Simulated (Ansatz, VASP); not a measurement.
## Tl in VASP and in Ansatz

```
Tl
1.0
     3.40140    0.00000    0.00000
    -1.70070    2.94570    0.00000
     0.00000    0.00000    5.44300
Tl
2
Direct
  0.33333 0.66667 0.25000
  0.66667 0.33333 0.75000
```

Alike in both runs: task single point; functional LDA; k mesh 4 × 4 × 2; occupations fermi-dirac, width 0.1 eV; no spin polarisation.

|  | VASP | Ansatz |
| --- | --- | --- |
| version | VASP 6.6.1 | Ansatz 0.2.0 |
| potentials or method | VASP PAW LDA potentials, release 64 (Tl_d), cutoff 520 eV | plane waves (420 eV) with PAW, scalar-relativistic |
| valence electrons in the cell | 26 | 26 |

Ansatz gave:

```
pressure (GPa)                                                : 2.0
traceless stress, the component that is largest in VASP (GPa) : -2.08
```

**Question.** Estimate VASP's values.

**Answer.** Pressure (GPa): 2.1; traceless stress, the component that is largest in VASP (GPa): -2.05.

Ansatz warns that its potentials were made for another functional, while VASP's fit it. LDA's correlation is that of Perdew and Zunger in VASP and of Perdew and Wang (1992) in Ansatz.

The k mesh is coarse, so the values compare programs but aren't converged. Spin-orbit coupling is off throughout.
